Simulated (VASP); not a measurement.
# ScAl (Pm-3m) in VASP: notebook

The runs below take ScAl through single point, with r2SCAN.

Everything below comes from runs of VASP 6.6.1. Logs are shortened: lines on timing, memory, paths and dates and some standing lists are left out, and cuts for length are marked.

### Step 1. The cell of the first run

Symmetry: Pm-3m, No. 221, cubic system. The conventional cell has a = 3.167 Å, b = 3.167 Å, c = 3.167 Å, α = 90.00°, β = 90.00°, γ = 90.00°. Within 3.6 Å of Sc (site symmetry m-3m) lie 8 Al at 2.74 Å and 6 Sc at 3.17 Å. Within 3.6 Å of Al (site symmetry m-3m) lie 8 Sc at 2.74 Å and 6 Al at 3.17 Å.

### Step 2. Single point, r2SCAN (equal strain along all axes, cell held: -6.0 %)

POSCAR

```
ScAl
1.0
    3.1669494277      0.0000000000      0.0000000000
    0.0000000000      3.1669494277      0.0000000000
    0.0000000000      0.0000000000      3.1669494277
Sc Al
1 1
Direct
    0.5000000000      0.5000000000      0.5000000000
    0.0000000000      0.0000000000      0.0000000000
```

INCAR.step1

```
ALGO = Normal ; EDIFF = 1E-4
ENCUT = 520 ; GGA = PE
ISMEAR = 0 ; LASPH = T
LCHARG = F ; LREAL = F
LWAVE = T ; NBANDS = 14
NELM = 60 ; PREC = Accurate
SIGMA = 0.1
```

INCAR.step2

```
ALGO = Normal ; EDIFF = 1E-7
ENCUT = 520 ; ISIF = 2
ISMEAR = 0 ; ISTART = 1
LASPH = T ; LCHARG = F
LMIXTAU = T ; LREAL = F
LWAVE = F ; METAGGA = R2SCAN
NBANDS = 14 ; NELM = 60
PREC = Accurate ; SIGMA = 0.1
```

KPOINTS

```
k-points
0
Gamma
  16 16 16
```

Potentials or basis: VASP PAW PBE potentials, release 64 (Sc_sv, Al).

Launch:

```
cat potpaw_PBE.64/Sc_sv/POTCAR potpaw_PBE.64/Al/POTCAR > POTCAR
cp INCAR.step1 INCAR
mpirun -np 1 vasp_std > vasp.out
cp INCAR.step2 INCAR
mpirun -np 1 vasp_std > vasp.out
```

OUTCAR:

```text
EDIFF = 1E-7
   ENCUT = 520
   ISIF = 2
   ISMEAR = 0
   ISTART = 1
   LASPH = T
   LREAL = F
   METAGGA = R2SCAN
   NELM = 60
   PREC = Accurate

 ion  position               nearest neighbor table
   1  0.500  0.500  0.500-   2 2.74   2 2.74   2 2.74   2 2.74   2 2.74   2 2.74   2 2.74   2 2.74

   2  0.000  0.000  0.000-   1 2.74   1 2.74   1 2.74   1 2.74   1 2.74   1 2.74   1 2.74   1 2.74

  LATTYP: Found a simple cubic cell.
 ALAT       =     3.1669494277

  Lattice vectors:

 A1 = (   3.1669494277,   0.0000000000,   0.0000000000)
 A2 = (   0.0000000000,   3.1669494277,   0.0000000000)
 A3 = (   0.0000000000,   0.0000000000,   3.1669494277)

Analysis of symmetry for initial positions (statically):
=====================================================================
 Subroutine PRICEL returns:
 Original cell was already a primitive cell.

 Routine SETGRP: Setting up the symmetry group for a
 simple cubic supercell.

 Subroutine GETGRP returns: Found 48 space group operations
 (whereof 48 operations were pure point group operations)
 out of a pool of 48 trial point group operations.

The static configuration has the point symmetry O_h .

Analysis of symmetry for dynamics (positions and initial velocities):
=====================================================================
 Subroutine PRICEL returns:
 Original cell was already a primitive cell.

 Routine SETGRP: Setting up the symmetry group for a
 simple cubic supercell.

 Subroutine GETGRP returns: Found 48 space group operations
 (whereof 48 operations were pure point group operations)
 out of a pool of 48 trial point group operations.

The dynamic configuration has the point symmetry O_h .

 Subroutine INISYM returns: Found 48 space group operations
 (whereof 48 operations are pure point group operations),
 and found     1 'primitive' translations

----------------------------------------------------------------------------------------

                                     Primitive cell

  volume of cell :      31.7631

  direct lattice vectors                    reciprocal lattice vectors
     3.166949428  0.000000000  0.000000000     0.315761278  0.000000000  0.000000000
     0.000000000  3.166949428  0.000000000     0.000000000  0.315761278  0.000000000
     0.000000000  0.000000000  3.166949428     0.000000000  0.000000000  0.315761278

[... 86 lines left out ...]
   NSW    =      0    number of steps for IOM
   IBRION =     -1    ionic relax: 0-MD 1-quasi-New 2-CG
   NFREE  =      0    steps in history (QN), initial steepest desc. (CG)
   ISIF   =      2    stress and relaxation
   ISYM   =      2    0-nonsym 1-usesym 2-fastsym
   POTIM  = 0.5000    time-step for ionic-motion
   TEBEG  =    0.0;   TEEND  =   0.0 temperature during run
   PSTRESS=    0.0 pullay stress
   NELECT =      14.0000    total number of electrons
   NUPDOWN=      -1.0000    fix difference up-down
   EMIN   =  10.00;   EMAX   =-10.00  energy-range for DOS
   EFERMI =   0.00;   METHOD = LEGACY
   ISMEAR =     0;   SIGMA  =   0.10  broadening in eV -4-tet -1-fermi 0-gaus
   EFERMI_NEDOS =   21; number of points for ismear=-14 and -15
   IALGO  =     38    algorithm
   IMIX   =      4    mixing-type and parameters
     AMIX     =   0.40;   BMIX     =  1.00
     AMIX_MAG =   1.60;   BMIX_MAG =  1.00
  volume/ion in A,a.u.               =      15.88       107.17
  Fermi-wavevector in a.u.,A,eV,Ry     =   1.245880  2.354373 21.119210  1.552218
  Thomas-Fermi vector in A             =   2.380083
   LORBIT       =      0    0 simple, 1 ext, 2 COOP (PROOUT), +10 PAW based schemes
   METAGGA = R2SCAN    functional components
   LHFCALC =     F    Hartree Fock is set to
   AEXX    =    0.0000 exact exchange contribution
   IVDW    =     0    specifies the selected vdW correction
   LEPSILON=     F    determine dielectric tensor
   LRPA    =     F    only Hartree local field effects (RPA)
 non-spin polarized calculation
 Gauss-broadening in eV      SIGMA  =   0.10
  energy-cutoff  :      520.00
  volume of cell :       31.76
 maximum number of plane-waves:       876
 NGX is ok and might be reduce to    24
   NGX = 11   NGY = 11   NGZ = 11

 number of electron      14.0000004 magnetization

 Free energy of the ion-electron system (eV)
  ---------------------------------------------------
  ext. energy  EPLUGINS =         0.00000000
  ---------------------------------------------------
  free energy    TOTEN  =       -18.66675288 eV

  energy without entropy =      -18.66387005  energy(sigma->0) =      -18.66531146

 E-fermi :   7.6864     XC(G=0): -11.8542

 val. band max:        7.6817459345   @ k =   0.3750   0.0000   0.0000
 cond. band min:       7.7076922647   @ k =   0.4375   0.3750   0.0000
 fundamental gap:      0.0259463302
 Fermi energy:         7.6864422496

 k-point     1 :       0.0000    0.0000    0.0000
  band No.  band energies     occupation
      1     -43.3388      2.00000
      2     -20.9400      2.00000
      3     -20.9400      2.00000
      4     -20.9400      2.00000
      5      -2.0481      2.00000
      6       6.6079      2.00000
      7       6.6079      2.00000
      8      11.2529      0.00000
      9      11.2529      0.00000
     10      11.2529      0.00000
     11      12.5343      0.00000
     12      12.5343      0.00000
     13      12.5343      0.00000
     14      17.7507      0.00000
[... 377 lines left out ...]
      1     -43.2981      2.00000
      2     -21.3015      2.00000
      3     -20.9568      2.00000
      4     -20.9009      2.00000
      5       1.5853      2.00000
      6       2.6441      2.00000
      7       8.0303      0.00000
      8       8.1261      0.00000
      9       8.8394      0.00000
     10      11.1801      0.00000
     11      12.6981      0.00000
     12      14.6011      0.00000
     13      16.6999      0.00000
     14      17.7359      0.00000

 [... further k-points ...]
[... 5 lines left out ...]
  --------------------------------------------------------------------------------------
  -------------------------------------------------------------------------------------
  Total        4.4071747      4.4071747      4.4071747     -0.0000000      0.0000000     -0.0000000
  in kB      222.3040951    222.3040951    222.3040951     -0.0000000      0.0000000     -0.0000000
  external PRESSURE =     222.3040951 kB  Pullay stress =       0.0000000 kB

 VOLUME and BASIS-vectors are now :
 -----------------------------------------------------------------------------
  energy-cutoff  :      520.00
  volume of cell :       31.76
      direct lattice vectors                 reciprocal lattice vectors
     3.166949428  0.000000000  0.000000000     0.315761278  0.000000000  0.000000000
     0.000000000  3.166949428  0.000000000     0.000000000  0.315761278  0.000000000
     0.000000000  0.000000000  3.166949428     0.000000000  0.000000000  0.315761278

 POSITION                                       TOTAL-FORCE (eV/Angst)
 -----------------------------------------------------------------------------------
      1.58347      1.58347      1.58347         0.000000      0.000000      0.000000
      0.00000      0.00000      0.00000         0.000000      0.000000      0.000000
 -----------------------------------------------------------------------------------
    total drift:                                0.000000     -0.000000     -0.000000

  FREE ENERGIE OF THE ION-ELECTRON SYSTEM (eV)
  ---------------------------------------------------
  free  energy   TOTEN  =       -18.6667528834 eV

  energy  without entropy=      -18.6638700464  energy(sigma->0) =      -18.66531146
```

Wall time 3 min (1 thread of Intel Xeon Platinum 8488C (Sapphire Rapids), shared host); peak memory 0.2 GiB.

Results:

```yaml
Free_energy: -18.6668 eV
Pressure: 22.2 GPa
Band_gap_on_the_k_mesh: zero (band 7 reaches 8.03 eV, above the bottom of band 8 at 6.74 eV)
```

Caveat: the cell differs from its parent crystal (equal strain along all axes, cell held: -6.0 %); the PAW data sets were made with another functional, which shifts forces and pressure a little.

### Step 3. Single point, r2SCAN (equal strain along all axes, cell held: -4.0 %)

POSCAR

```
ScAl
1.0
    3.2343313304      0.0000000000      0.0000000000
    0.0000000000      3.2343313304      0.0000000000
    0.0000000000      0.0000000000      3.2343313304
Sc Al
1 1
Direct
    0.5000000000      0.5000000000      0.5000000000
    0.0000000000      0.0000000000      0.0000000000
```

INCAR.step1

```
PREC = Accurate
ENCUT = 520
ISMEAR = 0
SIGMA = 0.1
LREAL = False
LASPH = True
NELM = 80
NBANDS = 14
GGA = PE
ALGO = Normal
EDIFF = 1E-4
LWAVE = True
LCHARG = False
```

INCAR.step2

```
PREC = Accurate
ENCUT = 520
EDIFF = 1E-6
ISMEAR = 0
SIGMA = 0.1
LREAL = False
LASPH = True
NELM = 80
ALGO = Normal
ISIF = 2
LWAVE = False
LCHARG = False
METAGGA = R2SCAN
LMIXTAU = True
NBANDS = 14
ISTART = 1
```

KPOINTS

```
regular mesh
0
Gamma
  16 16 16
```

Potentials or basis: VASP PAW PBE potentials, release 64 (Sc_sv, Al).

Launch:

```
cat potpaw_PBE.64/Sc_sv/POTCAR potpaw_PBE.64/Al/POTCAR > POTCAR
cp INCAR.step1 INCAR
mpirun -np 1 vasp_std > vasp.out
cp INCAR.step2 INCAR
mpirun -np 1 vasp_std > vasp.out
```

Run time: 3.2 min. Hardware: 1 thread of Intel Xeon Platinum 8488C (Sapphire Rapids), shared host; peak memory 0.2 GiB.

The run converged. Its results:

- Free energy: -18.8934 eV
- Pressure: 13.1 GPa
- Band gap on the k mesh: zero (band 7 reaches 7.51 eV, above the bottom of band 8 at 6.22 eV)

Levels at points of the mesh, in eV from the Fermi level:
```csv
k point,band 5,band 6,band 7,band 8,band 9,band 10
"(0.00, 0.00, 0.00)",-9.52,-0.95,-0.95,3.35,3.35,3.35
"(0.50, 0.00, 0.00)",-6.19,-5.21,0.28,0.99,0.99,3.64
"(0.50, 0.50, 0.00)",-5.24,-2.13,-2.13,-0.93,1.84,1.84
"(0.50, 0.50, 0.50)",-3.09,-3.09,-3.09,0.35,3.36,3.36
```

Caveat: the cell differs from its parent crystal (equal strain along all axes, cell held: -4.0 %); the PAW data sets were made with another functional, which shifts forces and pressure a little.

### Step 4. Single point, r2SCAN (equal strain along all axes, cell held: -2.0 %)

POSCAR

```
ScAl
1.0
    3.3017132331      0.0000000000      0.0000000000
    0.0000000000      3.3017132331      0.0000000000
    0.0000000000      0.0000000000      3.3017132331
Sc Al
1 1
Direct
    0.5000000000      0.5000000000      0.5000000000
    0.0000000000      0.0000000000      0.0000000000
```

INCAR.step1

```
SYSTEM = ScAl
PREC = Accurate
ENCUT = 520
ISMEAR = 0
SIGMA = 0.1
LREAL = .False.
LASPH = .True.
NELM = 80
NBANDS = 14
GGA = PE
ALGO = Normal
EDIFF = 1E-4
LWAVE = .True.
LCHARG = .False.
```

INCAR.step2

```
SYSTEM = ScAl
PREC = Accurate
ENCUT = 520
EDIFF = 1E-6
ISMEAR = 0
SIGMA = 0.1
LREAL = .False.
LASPH = .True.
NELM = 80
ALGO = Normal
ISIF = 2
LWAVE = .False.
LCHARG = .True.
METAGGA = R2SCAN
LMIXTAU = .True.
LELF = .True.
LVHAR = .True.
NBANDS = 14
ISTART = 1
```

KPOINTS

```
regular mesh
0
Gamma
  16 16 16
  0 0 0
```

Launch:

```
cat potpaw_PBE.64/Sc_sv/POTCAR potpaw_PBE.64/Al/POTCAR > POTCAR
cp INCAR.step1 INCAR
mpirun -np 1 vasp_std > vasp.out
cp INCAR.step2 INCAR
mpirun -np 1 vasp_std > vasp.out
```

It took 5.3 min on 1 thread of Intel Xeon Platinum 8488C (Sapphire Rapids), shared host; peak memory 0.23 GiB.

The run converged. Its results:

- Free energy: -19.0199 eV
- Pressure: 5.8 GPa
- Band gap on the k mesh: zero (band 7 reaches 7.02 eV, above the bottom of band 8 at 5.74 eV)

Levels at points of the mesh, in eV from the Fermi level:
| k point | band 4 | band 5 | band 6 | band 7 | band 8 | band 9 | band 10 | band 11 |
| --- | --- | --- | --- | --- | --- | --- | --- | --- |
| (0.00, 0.00, 0.00) | -29.03 | -9.29 | -0.83 | -0.83 | 3.14 | 3.14 | 3.14 | 4.15 |
| (0.50, 0.00, 0.00) | -29.01 | -6.16 | -5.08 | 0.31 | 0.93 | 0.93 | 3.41 | 4.35 |
| (0.50, 0.50, 0.00) | -28.99 | -5.11 | -2.16 | -2.16 | -0.91 | 1.76 | 1.76 | 4.21 |
| (0.50, 0.50, 0.50) | -29.20 | -2.93 | -2.93 | -2.93 | 0.00 | 3.11 | 3.11 | 3.11 |

Caveat: the cell differs from its parent crystal (equal strain along all axes, cell held: -2.0 %); the PAW data sets were made with another functional, which shifts forces and pressure a little.

### Step 5. Overview

| cell | gap on the mesh (eV) | pressure (GPa) |
| --- | --- | --- |
| a = 3.167 Å, 2 atoms | none | 22.2 |
| a = 3.234 Å, 2 atoms | none | 13.1 |
| a = 3.302 Å, 2 atoms | none | 5.8 |

Alike in all rows: task single point; level r2SCAN; potentials or basis VASP PAW PBE potentials, release 64 (Sc_sv, Al); no spin polarisation; k mesh 16 × 16 × 16; cutoff (eV) 520; smearing gaussian 0.1 eV.

Caveats: the PAW data sets were made with another functional, which shifts forces and pressure a little.

Absolute energies hang on the potentials; compare differences alone.
